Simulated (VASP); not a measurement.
Set up this calculation in VASP 6.6.1, as the native input.

| Property | Result |
| --- | --- |
| Task | single point |
| Functional | PBE |
| Dispersion | D3(BJ) |
| Potentials or basis | VASP PAW PBE potentials, release 64 (Pb_d, S) |
| Cutoff | 520 eV |
| k mesh | 10 × 10 × 10 |
| Occupations | gaussian, width 0.02 eV |
| Spin | no spin polarisation |
| Dipole correction | no |
| Further INCAR settings | ALGO = Normal; EDIFF = 1e-07; NBANDS = 17 |

The structure of PbS lies in POSCAR:

```
PbS
1.0
    0.0000000000      3.0261378045      3.0261378045
    3.0261378045      0.0000000000      3.0261378045
    3.0261378045      3.0261378045      0.0000000000
Pb S
1 1
Direct
    0.0000000000      0.0000000000      0.0000000000
    0.5000000000      0.5000000000      0.5000000000
```

These files were run (other wordings do the same):

INCAR

```
SYSTEM = PbS
PREC = Accurate
ENCUT = 520
EDIFF = 1E-7
ISMEAR = 0
SIGMA = 0.02
LREAL = .FALSE.
LASPH = .TRUE.
NELM = 60
ALGO = Normal
ISIF = 2
LWAVE = .FALSE.
LCHARG = .FALSE.
GGA = PE
IVDW = 12
NBANDS = 17
```

KPOINTS

```
regular mesh
0
G
  10 10 10
  0 0 0
```

Potentials or basis: VASP PAW PBE potentials, release 64 (Pb_d, S).

Launch:

```console
$ cat potpaw_PBE.64/Pb_d/POTCAR potpaw_PBE.64/S/POTCAR > POTCAR
$ mpirun -np 1 vasp_std > vasp.out
```

Results of the run:

- Pressure: -3.0 GPa
- Band gap on the k mesh: 0.57 eV
- Dispersion energy per atom: -0.327 eV

Caveat: the cell stands under tension; spin-orbit coupling is left out, which moves the levels of the heavy elements.

Wall time 45 s on 1 thread of AMD EPYC 7R13, on a shared host, peak memory 0.18 GiB.
